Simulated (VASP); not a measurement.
# BeH (P6_3/mmc) in VASP: further runs

BeH is run at these levels: PBE; tasks: relaxation of cell and atoms.

Everything below comes from runs of VASP 6.6.1. Logs are shortened: lines on timing, memory, paths and dates and some standing lists are left out, and cuts for length are marked.

## (1) The cell of the first run

Symmetry: P6_3/mmc, No. 194, hexagonal system. Conventional cell: a = 2.733 Å, b = 2.733 Å, c = 3.815 Å, α = 90.00°, β = 90.00°, γ = 120.00°. Be (site symmetry -6m2) has 5 H at 1.58 to 1.91 Å within 2.1 Å. Within 2.1 Å of H (site symmetry -6m2) lie 5 Be at 1.58 to 1.91 Å.

## (2) Relaxation of cell and atoms, PBE

Contents of INCAR:

```
PREC = Accurate ; ENCUT = 600
EDIFF = 1E-6 ; ISMEAR = 0
SIGMA = 0.1 ; LREAL = False
LASPH = True ; NELM = 100
ALGO = Normal ; ISIF = 3
LWAVE = False ; LCHARG = False
GGA = PE ; IBRION = 2
NSW = 90 ; EDIFFG = -0.025
```

Contents of KPOINTS:

```
Automatic mesh
0
Gamma
  12 12 10
```

Contents of POSCAR:

```
BeH
1.0
    2.7329905257      0.0000000000      0.0000000000
   -1.3664952628      2.3668392236      0.0000000000
    0.0000000000      0.0000000000      3.8154777833
Be H
2 2
Direct
    0.3333333333      0.6666666667      0.2500000000
    0.6666666667      0.3333333333      0.7500000000
    0.6666666667      0.3333333333      0.2500000000
    0.3333333333      0.6666666667      0.7500000000
```

Potentials or basis: VASP PAW PBE potentials, release 64 (Be, H).

Command:

```sh
> cat potpaw_PBE.64/Be/POTCAR potpaw_PBE.64/H/POTCAR > POTCAR
> mpirun -np 1 vasp_std > vasp.out
```

OUTCAR:

```text
PREC = Accurate
   ENCUT = 600
   EDIFF = 1E-6
   ISMEAR = 0
   LREAL = False
   LASPH = True
   NELM = 100
   ISIF = 3
   GGA = PE
   IBRION = 2
   NSW = 90
   EDIFFG = -0.025

 ion  position               nearest neighbor table
   1  0.333  0.667  0.250-   3 1.58   3 1.58   3 1.58
   2  0.667  0.333  0.750-   4 1.58   4 1.58   4 1.58
   3  0.667  0.333  0.250-   1 1.58   1 1.58   1 1.58
   4  0.333  0.667  0.750-   2 1.58   2 1.58   2 1.58

  LATTYP: Found a hexagonal cell.
 ALAT       =     2.7329905257
 C/A-ratio  =     1.3960815990

  Lattice vectors:

 A1 = (   2.7329905257,   0.0000000000,   0.0000000000)
 A2 = (  -1.3664952628,   2.3668392236,   0.0000000000)
 A3 = (   0.0000000000,   0.0000000000,   3.8154777833)

Analysis of symmetry for initial positions (statically):
=====================================================================
 Subroutine PRICEL returns:
 Original cell was already a primitive cell.

 Routine SETGRP: Setting up the symmetry group for a
 hexagonal supercell.

 Subroutine GETGRP returns: Found 24 space group operations
 (whereof 12 operations were pure point group operations)
 out of a pool of 24 trial point group operations.

The static configuration has the point symmetry D_3d.
 The point group associated with its full space group is D_6h.

Analysis of symmetry for dynamics (positions and initial velocities):
=====================================================================
 Subroutine PRICEL returns:
 Original cell was already a primitive cell.

 Routine SETGRP: Setting up the symmetry group for a
 hexagonal supercell.

 Subroutine GETGRP returns: Found 24 space group operations
 (whereof 12 operations were pure point group operations)
 out of a pool of 24 trial point group operations.

The dynamic configuration has the point symmetry D_3d.
 The point group associated with its full space group is D_6h.

 Subroutine INISYM returns: Found 24 space group operations
 (whereof 12 operations are pure point group operations),
 and found     1 'primitive' translations

----------------------------------------------------------------------------------------

                                     Primitive cell

  volume of cell :      24.6806

  direct lattice vectors                    reciprocal lattice vectors
     2.732990526  0.000000000  0.000000000     0.365899549  0.211252203  0.000000000
    -1.366495263  2.366839224  0.000000000     0.000000000  0.422504406  0.000000000
     0.000000000  0.000000000  3.815477783     0.000000000  0.000000000  0.262090374

  length of vectors
     2.732990526  2.732990526  3.815477783     0.422504406  0.422504406  0.262090374

  position of ions in fractional coordinates (direct lattice)
     0.333333333  0.666666667  0.250000000
     0.666666667  0.333333333  0.750000000
     0.666666667  0.333333333  0.250000000
     0.333333333  0.666666667  0.750000000

  ion indices of the primitive-cell ions
   primitive index   ion index
                 1           1
                 2           2
                 3           3
                 4           4

----------------------------------------------------------------------------------------

 KPOINTS: Automatic mesh

Automatic generation of k-mesh.
 Grid dimensions read from file:
 generate k-points for:   12   12   10

 Generating k-lattice:

  Cartesian coordinates                     Fractional coordinates (reciprocal lattice)
     0.030491629  0.017604350  0.000000000     0.083333333  0.000000000  0.000000000
     0.000000000  0.035208700  0.000000000     0.000000000  0.083333333  0.000000000
[... 64 lines left out ...]
   ISIF   =      3    stress and relaxation
   ISYM   =      2    0-nonsym 1-usesym 2-fastsym
   POTIM  = 0.5000    time-step for ionic-motion
   TEBEG  =    0.0;   TEEND  =   0.0 temperature during run
   PSTRESS=    0.0 pullay stress
   NELECT =       6.0000    total number of electrons
   NUPDOWN=      -1.0000    fix difference up-down
   EMIN   =  10.00;   EMAX   =-10.00  energy-range for DOS
   EFERMI =   0.00;   METHOD = LEGACY
   ISMEAR =     0;   SIGMA  =   0.10  broadening in eV -4-tet -1-fermi 0-gaus
   EFERMI_NEDOS =   21; number of points for ismear=-14 and -15
   IALGO  =     38    algorithm
   IMIX   =      4    mixing-type and parameters
     AMIX     =   0.40;   BMIX     =  1.00
     AMIX_MAG =   1.60;   BMIX_MAG =  1.00
  volume/ion in A,a.u.               =       6.17        41.64
  Fermi-wavevector in a.u.,A,eV,Ry     =   1.021739  1.930807 14.203810  1.043951
  Thomas-Fermi vector in A             =   2.155380
   LORBIT       =      0    0 simple, 1 ext, 2 COOP (PROOUT), +10 PAW based schemes
   GGA     = PE    functional components
   LHFCALC =     F    Hartree Fock is set to
   AEXX    =    0.0000 exact exchange contribution
   IVDW    =     0    specifies the selected vdW correction
   LEPSILON=     F    determine dielectric tensor
   LRPA    =     F    only Hartree local field effects (RPA)
 conjugate gradient relaxation of ions
 non-spin polarized calculation
 Gauss-broadening in eV      SIGMA  =   0.10
  energy-cutoff  :      600.00
  volume of cell :       24.68
 maximum number of plane-waves:       849
 NGX is ok and might be reduce to    24
   NGX = 11   NGY = 11   NGZ = 15

--------------------------------------- Ionic step        1  -------------------------------------------

 number of electron       6.0000001 magnetization

 Free energy of the ion-electron system (eV)
  ---------------------------------------------------
  ext. energy  EPLUGINS =         0.00000000
  ---------------------------------------------------
  free energy    TOTEN  =       -11.79183071 eV

  energy without entropy =      -11.78871990  energy(sigma->0) =      -11.79027530

------------------------ aborting loop because EDIFF is reached ----------------------------------------

  FORCE on cell =-STRESS in cart. coord.  units (eV):
  Direction    XX          YY          ZZ          XY          YZ          ZX
  --------------------------------------------------------------------------------------
  -------------------------------------------------------------------------------------
  Total        0.0344998      0.0344998     -0.1225249      0.0000000      0.0000000      0.0000000
  in kB        2.2396049      2.2396049     -7.9538802      0.0000000      0.0000000      0.0000000
  external PRESSURE =      -1.1582235 kB  Pullay stress =       0.0000000 kB

 VOLUME and BASIS-vectors are now :
 -----------------------------------------------------------------------------
  energy-cutoff  :      600.00
  volume of cell :       24.68
      direct lattice vectors                 reciprocal lattice vectors
     2.732990526  0.000000000  0.000000000     0.365899549  0.211252203  0.000000000
    -1.366495263  2.366839224  0.000000000     0.000000000  0.422504406  0.000000000
     0.000000000  0.000000000  3.815477783     0.000000000  0.000000000  0.262090374

 POSITION                                       TOTAL-FORCE (eV/Angst)
 -----------------------------------------------------------------------------------
     -0.00000      1.57789      0.95387         0.000000     -0.000000      0.000000
      1.36650      0.78895      2.86161        -0.000000      0.000000      0.000000
      1.36650      0.78895      0.95387        -0.000000     -0.000000      0.000000
     -0.00000      1.57789      2.86161         0.000000      0.000000      0.000000
 -----------------------------------------------------------------------------------
    total drift:                                0.000000     -0.000000     -0.000000

  FREE ENERGIE OF THE ION-ELECTRON SYSTEM (eV)
  ---------------------------------------------------
  free  energy   TOTEN  =       -11.7918307069 eV

  energy  without entropy=      -11.7887199026  energy(sigma->0) =      -11.79027530

--------------------------------------- Ionic step        2  -------------------------------------------

 number of electron       6.0000001 magnetization

 Free energy of the ion-electron system (eV)
  ---------------------------------------------------
  ext. energy  EPLUGINS =         0.00000000
  ---------------------------------------------------
  free energy    TOTEN  =       -11.79201564 eV

  energy without entropy =      -11.78892360  energy(sigma->0) =      -11.79046962

 E-fermi :   5.7329     XC(G=0): -10.1572

 val. band max:        5.6933755215   @ k =   0.2500   0.0833   0.3000
 cond. band min:       5.7550531964   @ k =   0.3333   0.0833   0.0000
 fundamental gap:      0.0616776749
 Fermi energy:         5.7328566964

 k-point     1 :       0.0000    0.0000    0.0000
  band No.  band energies     occupation
      1      -7.6027      2.00000
      2       0.1252      2.00000
      3       1.7275      2.00000
      4      13.0931      0.00000
      5      13.0931      0.00000
      6      16.4230      0.00000
      7      16.4230      0.00000
[... 221 lines left out ...]
 k-point    24 :       0.3333   -0.0000    0.1000
  band No.  band energies     occupation
      1      -5.3330      2.00000
      2      -0.6442      2.00000
      3       4.4447      2.00000
      4       7.0290      0.00000
      5       9.6779      0.00000
      6      10.2678      0.00000
      7      13.6842      0.00000

 [... further k-points ...]
[... 5 lines left out ...]
  --------------------------------------------------------------------------------------
  -------------------------------------------------------------------------------------
  Total        0.0284214      0.0284214     -0.0920383      0.0000000     -0.0000000      0.0000000
  in kB        1.8462115      1.8462115     -5.9786641      0.0000000     -0.0000000      0.0000000
  external PRESSURE =      -0.7620803 kB  Pullay stress =       0.0000000 kB

 VOLUME and BASIS-vectors are now :
 -----------------------------------------------------------------------------
  energy-cutoff  :      600.00
  volume of cell :       24.66
      direct lattice vectors                 reciprocal lattice vectors
     2.734127697  0.000000000  0.000000000     0.365747365  0.211164339 -0.000000000
    -1.367063849  2.367824043 -0.000000000    -0.000000000  0.422328679 -0.000000000
     0.000000000  0.000000000  3.809839532    -0.000000000  0.000000000  0.262478247

 POSITION                                       TOTAL-FORCE (eV/Angst)
 -----------------------------------------------------------------------------------
     -0.00000      1.57855      0.95246        -0.000000     -0.000000      0.000000
      1.36706      0.78927      2.85738         0.000000     -0.000000      0.000000
      1.36706      0.78927      0.95246        -0.000000     -0.000000      0.000000
     -0.00000      1.57855      2.85738         0.000000      0.000000     -0.000000
 -----------------------------------------------------------------------------------
    total drift:                                0.000000     -0.000000     -0.000000

  FREE ENERGIE OF THE ION-ELECTRON SYSTEM (eV)
  ---------------------------------------------------
  free  energy   TOTEN  =       -11.7920156351 eV

  energy  without entropy=      -11.7889236014  energy(sigma->0) =      -11.79046962

 reached required accuracy - stopping structural energy minimisation
```

Run time: 12 s. Hardware: 1 thread of Intel Xeon Platinum 8488C (Sapphire Rapids), shared host; peak memory 0.15 GiB.

What came out:

- Free energy: -11.7920 eV
- Relaxed volume: 6.17 Å³/atom
- Relaxed cell: a = 2.734 Å, b = 2.734 Å, c = 3.810 Å, α = 90.00°, β = 90.00°, γ = 120.00°
- Space group after relaxing (to 0.1 Å): P6_3/mmc (No. 194)
- Energy gained by relaxing: 0.0 meV/atom
- Ionic steps: 2
- Pressure after relaxing: -0.1 GPa
- Band gap on the k mesh: zero (bands 3 and 4 overlap by 7.74 eV)

Stress tensor (GPa, compression positive):
```
 0.18  0.00  0.00
 0.00  0.18  0.00
 0.00  0.00 -0.60
```

The path:
| step | energy change (eV) | largest force (eV/Å) | pressure (GPa) | volume (Å³) |
| --- | --- | --- | --- | --- |
| 1 | 0.0000 | 0.0000 | -0.12 | 24.68 |
| 2 | -0.0002 | 0.0000 | -0.08 | 24.66 |

Final structure:
```
CELL_PARAMETERS angstrom
2.73413 0.00000 0.00000
-1.36706 2.36782 0.00000
0.00000 0.00000 3.80984
ATOMIC_POSITIONS crystal
Be 0.33333 0.66667 0.25000
Be 0.66667 0.33333 0.75000
H 0.66667 0.33333 0.25000
H 0.33333 0.66667 0.75000
```

## (3) Relaxation of cell and atoms, PBE

This run uses another cell than the first one, of 5.62 Å³/atom.

Contents of INCAR:

```
SYSTEM = BeH
ALGO     = Normal         ! electronic algorithm
EDIFF    = 1E-6           ! SCF threshold, eV
EDIFFG   = -0.025         ! ionic threshold
ENCUT    = 600            ! plane-wave cutoff, eV
GGA      = PE             ! functional
IBRION   = 2              ! ionic algorithm
ISIF     = 3              ! what is computed and relaxed
ISMEAR   = 0              ! smearing method
LASPH    = .True.         ! aspherical terms in the spheres
LCHARG   = .False.        ! write CHGCAR
LREAL    = .False.        ! projectors in reciprocal space
LWAVE    = .False.        ! write WAVECAR
NELM     = 100            ! most SCF steps
NSW      = 90             ! ionic steps
PREC     = Accurate       ! precision mode
SIGMA    = 0.1            ! smearing width, eV
```

Contents of KPOINTS:

```
k-points
0
Gamma
  18 18 10
  0 0 0
```

Contents of POSCAR:

```
BeH
1.0
    2.6362603834      0.0000000000      0.0000000000
   -1.3181301917      2.2830684630      0.0000000000
    0.0000000000      0.0000000000      3.7325357382
Be H
2 2
Direct
    0.3333333333      0.6666666667      0.2500000000
    0.6666666667      0.3333333333      0.7500000000
    0.0000000000      0.0000000000      0.5000000000
    0.0000000000      0.0000000000      0.0000000000
```

Potentials or basis: VASP PAW PBE potentials, release 64 (Be, H).

Command:

```sh
> cat potpaw_PBE.64/Be/POTCAR potpaw_PBE.64/H/POTCAR > POTCAR
> mpirun -np 1 vasp_std > vasp.out
```

OUTCAR:

```text
SYSTEM = BeH
   EDIFF = 1E-6
   EDIFFG = -0.025
   ENCUT = 600
   GGA = PE
   IBRION = 2
   ISIF = 3
   ISMEAR = 0
   LASPH = .True.
   LREAL = .False.
   NELM = 100
   NSW = 90
   PREC = Accurate

 ion  position               nearest neighbor table
   1  0.333  0.667  0.250-
   2  0.667  0.333  0.750-
   3  0.000  0.000  0.500-
   4  0.000  0.000  0.000-

  LATTYP: Found a hexagonal cell.
 ALAT       =     2.6362603834
 C/A-ratio  =     1.4158448694

  Lattice vectors:

 A1 = (   2.6362603834,   0.0000000000,   0.0000000000)
 A2 = (  -1.3181301917,   2.2830684630,   0.0000000000)
 A3 = (   0.0000000000,   0.0000000000,   3.7325357382)

Analysis of symmetry for initial positions (statically):
=====================================================================
 Subroutine PRICEL returns:
 Original cell was already a primitive cell.

 Routine SETGRP: Setting up the symmetry group for a
 hexagonal supercell.

 Subroutine GETGRP returns: Found 24 space group operations
 (whereof 12 operations were pure point group operations)
 out of a pool of 24 trial point group operations.

The static configuration has the point symmetry D_3d.
[... 174 lines left out ...]
  Direction    XX          YY          ZZ          XY          YZ          ZX
  --------------------------------------------------------------------------------------
  -------------------------------------------------------------------------------------
  Total        0.2983736      0.2983736     -0.5824996      0.0000000      0.0000000      0.0000000
  in kB       21.2794163     21.2794163    -41.5427279      0.0000000      0.0000000      0.0000000
  external PRESSURE =       0.3387016 kB  Pullay stress =       0.0000000 kB
[... 63 lines left out ...]
--------------------------------------- Ionic step        3  -------------------------------------------

 number of electron       5.9999999 magnetization

 Free energy of the ion-electron system (eV)
  ---------------------------------------------------
  ext. energy  EPLUGINS =         0.00000000
  ---------------------------------------------------
  free energy    TOTEN  =       -12.26650729 eV

  energy without entropy =      -12.26450841  energy(sigma->0) =      -12.26550785

 E-fermi :   6.3375     XC(G=0): -10.5438

 val. band max:        6.3237822608   @ k =   0.3333   0.1667   0.2000
 cond. band min:       6.4338079563   @ k =   0.3889   0.0556   0.3000
 fundamental gap:      0.1100256955
 Fermi energy:         6.3374792689

 k-point     1 :       0.0000    0.0000    0.0000
  band No.  band energies     occupation
      1      -7.4089      2.00000
      2      -0.4099      2.00000
      3       6.6274      0.00004
      4      14.9733      0.00000
      5      14.9733      0.00000
      6      15.8819      0.00000
      7      16.7569      0.00000
[... 221 lines left out ...]
 k-point    24 :       0.3889    0.1111    0.0000
  band No.  band energies     occupation
      1      -3.7608      2.00000
      2       1.8269      2.00000
      3       4.5148      2.00000
      4       7.4824      0.00000
      5       8.8115      0.00000
      6      10.1768      0.00000
      7      14.2043      0.00000

 [... further k-points ...]
[... 5 lines left out ...]
  --------------------------------------------------------------------------------------
  -------------------------------------------------------------------------------------
  Total        0.0342843      0.0342843      0.0709734      0.0000000     -0.0000000      0.0000000
  in kB        2.4448924      2.4448924      5.0612801      0.0000000     -0.0000000      0.0000000
  external PRESSURE =       3.3170217 kB  Pullay stress =       0.0000000 kB
[... 19 lines left out ...]
  FREE ENERGIE OF THE ION-ELECTRON SYSTEM (eV)
  ---------------------------------------------------
  free  energy   TOTEN  =       -12.2665072888 eV

  energy  without entropy=      -12.2645084092  energy(sigma->0) =      -12.26550785

 reached required accuracy - stopping structural energy minimisation
```

CONTCAR:

```text
BeH
   1.00000000000000
     2.6742075922919426    0.0000000000000000    0.0000000000000000
    -1.3371037961459713    2.3159317099024941   -0.0000000000000000
     0.0000000000000000    0.0000000000000000    3.6276465295878833
  Be              H
     2     2
Direct
     0.3333333332999970    0.6666666667000030    0.2500000000000000
     0.6666666667000030    0.3333333332999970    0.7500000000000000
     0.0000000000000000    0.0000000000000000    0.5000000000000000
     0.0000000000000000    0.0000000000000000    0.0000000000000000

  0.00000000E+00  0.00000000E+00  0.00000000E+00
  0.00000000E+00  0.00000000E+00  0.00000000E+00
  0.00000000E+00  0.00000000E+00  0.00000000E+00
  0.00000000E+00  0.00000000E+00  0.00000000E+00
```

Wall time 29 s (1 thread of Intel Xeon Platinum 8488C (Sapphire Rapids), shared host); peak memory 0.17 GiB.

Results:

* Free energy: -12.2665 eV
* Energy gained by relaxing: 4.1 meV/atom
* Ionic steps: 3
* Pressure after relaxing: 0.3 GPa
* Band gap on the k mesh: zero (bands 3 and 4 overlap by 12.79 eV)

The path:
```csv
step,energy change (eV),largest force (eV/Å),pressure (GPa),volume (Å³)
1,0.0000,0.0000,0.03,22.47
2,-0.0056,0.0000,0.09,22.47
3,-0.0166,0.0000,0.33,22.47
```

Final structure:
```
CELL_PARAMETERS angstrom
2.67421 0.00000 0.00000
-1.33710 2.31593 0.00000
0.00000 0.00000 3.62765
ATOMIC_POSITIONS crystal
Be 0.33333 0.66667 0.25000
Be 0.66667 0.33333 0.75000
H 0.00000 0.00000 0.50000
H 0.00000 0.00000 0.00000
```

Levels at points of the mesh, in eV from the Fermi level:
```csv
k point,band 1,band 2,band 3,band 4,band 5,band 6
"(0.00, 0.00, 0.00)",-13.75,-6.75,0.29,8.64,8.64,9.54
"(0.50, 0.00, 0.00)",-10.01,-5.09,-1.54,1.61,3.48,3.86
"(0.00, 0.00, 0.50)",-11.44,-11.44,9.72,9.72,10.16,10.16
"(0.50, 0.00, 0.50)",-7.55,-7.55,-2.64,-2.64,6.12,6.12
```
